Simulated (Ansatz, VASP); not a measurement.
# C: VASP beside Ansatz

```
CELL_PARAMETERS angstrom
2.43400 0.00000 0.00000
-1.21700 2.10791 0.00000
0.00000 0.00000 11.88210
ATOMIC_POSITIONS crystal
C 0.00000 0.00000 0.18686
C 0.00000 0.00000 0.68686
C 0.00000 0.00000 0.31314
C 0.00000 0.00000 0.81314
C 0.33333 0.66667 0.52077
C 0.66667 0.33333 0.02077
C 0.33333 0.66667 0.97923
C 0.66667 0.33333 0.47923
C 0.33333 0.66667 0.64506
C 0.66667 0.33333 0.14506
C 0.33333 0.66667 0.85494
C 0.66667 0.33333 0.35494
```

Alike in both runs: task single point; functional LDA; k mesh 12 × 12 × 2; occupations gaussian, width 0.05 eV; no spin polarisation.

```csv
,VASP,Ansatz
version,VASP 6.6.1,Ansatz 0.2.0
potentials or method,"VASP PAW LDA potentials, release 64 (C), cutoff 520 eV","scalar-relativistic, plane waves, PAW"
valence electrons in the cell,48,48
```

VASP gave:

| Quantity | Value |
| --- | --- |
| gap on the k mesh at the Fermi level (eV) | 4.63 |
| least direct gap on the mesh (eV) | 5.48 |
| rms of the force components (eV/Å) | 0.046 |

**Question.** Which values does Ansatz return?

**Answer.** gap on the k mesh at the Fermi level (eV): 4.65; least direct gap on the mesh (eV): 5.48; rms of the force components (eV/Å): 0.044.

Ansatz warns that its potentials were made for another functional, while VASP's fit it. LDA's correlation is that of Perdew and Zunger in VASP and of Perdew and Wang (1992) in Ansatz. Atom by atom the forces differ by 0.001 eV/Å (rms over components).
